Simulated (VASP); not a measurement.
WC, 2 atoms in the cell. It takes space group Fm-3m (No. 225, cubic). Conventional cell: a = 4.385 Å, b = 4.385 Å, c = 4.385 Å, α = 90.00°, β = 90.00°, γ = 90.00°. Within 2.9 Å of W (site symmetry m-3m) lie 6 C at 2.19 Å. C (site symmetry m-3m) has 6 W at 2.19 Å within 2.9 Å. 

- Program: VASP 6.6.1
- Task: single point
- Functional: PBE
- Potentials or basis: VASP PAW PBE potentials, release 64 (W_sv, C)
- Cutoff: 520 eV
- k mesh: 14 × 14 × 14
- Occupations: fermi-dirac, width 0.1 eV
- Spin: non-collinear spin, zero start, spin-orbit coupling
- Starting moments: [[0.0, 0.0, 0.0], [0.0, 0.0, 0.0]] μB
- Dipole correction: no
- Further INCAR settings: ALGO = Normal; EDIFF = 1e-06; NBANDS = 30

Potentials or basis: VASP PAW PBE potentials, release 64 (W_sv, C).

The run is started by

```console
$ cat potpaw_PBE.64/W_sv/POTCAR potpaw_PBE.64/C/POTCAR > POTCAR
$ mpirun -np 1 vasp_ncl > vasp.out
```

Hardware: 1 thread of Intel Xeon 8259CL, with other jobs on the host.

Q: How long does it take, and how much memory?

A: Wall time 2.8 min on 1 thread of Intel Xeon 8259CL, on a shared host, peak memory 0.26 GiB. Counts: scf iterations 13, k points 104.
